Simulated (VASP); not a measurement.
Input of a VASP 6.6.1 run:

Contents of POSCAR:

```
AlN
1.0
    0.0000000000      2.2277526935      2.2277526935
    2.2277526935      0.0000000000      2.2277526935
    2.2277526935      2.2277526935      0.0000000000
Al N
1 1
Direct
    0.0000000000      0.0000000000      0.0000000000
    0.7500000000      0.7500000000      0.7500000000
```

The input INCAR.step1:

```
SYSTEM = AlN
  PREC = Accurate
  ENCUT = 520
  ISMEAR = 0
  SIGMA = 0.02
  LREAL = .False.
  LASPH = .True.
  NELM = 80
  NBANDS = 11
  GGA = PE
  ALGO = Normal
  EDIFF = 1E-4
  LWAVE = .True.
  LCHARG = .False.
```

INCAR.step2

```
SYSTEM = AlN
  PREC = Accurate
  ENCUT = 520
  EDIFF = 1E-6
  ISMEAR = 0
  SIGMA = 0.02
  LREAL = .False.
  LASPH = .True.
  NELM = 80
  ALGO = Normal
  ISIF = 2
  LWAVE = .False.
  LCHARG = .False.
  METAGGA = R2SCAN
  LMIXTAU = .True.
  NBANDS = 11
  ISTART = 1
```

File KPOINTS:

```
regular mesh
0
Gamma
  10 10 10
  0 0 0
```

Potentials or basis: VASP PAW PBE potentials, release 64 (Al, N).

The run is started by

```bash
$ cat potpaw_PBE.64/Al/POTCAR potpaw_PBE.64/N/POTCAR > POTCAR
$ cp INCAR.step1 INCAR
$ mpirun -np 1 vasp_std > vasp.out
$ cp INCAR.step2 INCAR
$ mpirun -np 1 vasp_std > vasp.out
```

**Question.** What does it give for the pressure?

**Answer.** -11.3 GPa.

**Question.** What does it give for the band gap on the k mesh?

**Answer.** 3.89 eV, indirect (least direct gap 4.35 eV).

Caveat: the PAW data sets were made with another functional, which shifts forces and pressure a little. A k mesh can miss the band edges.
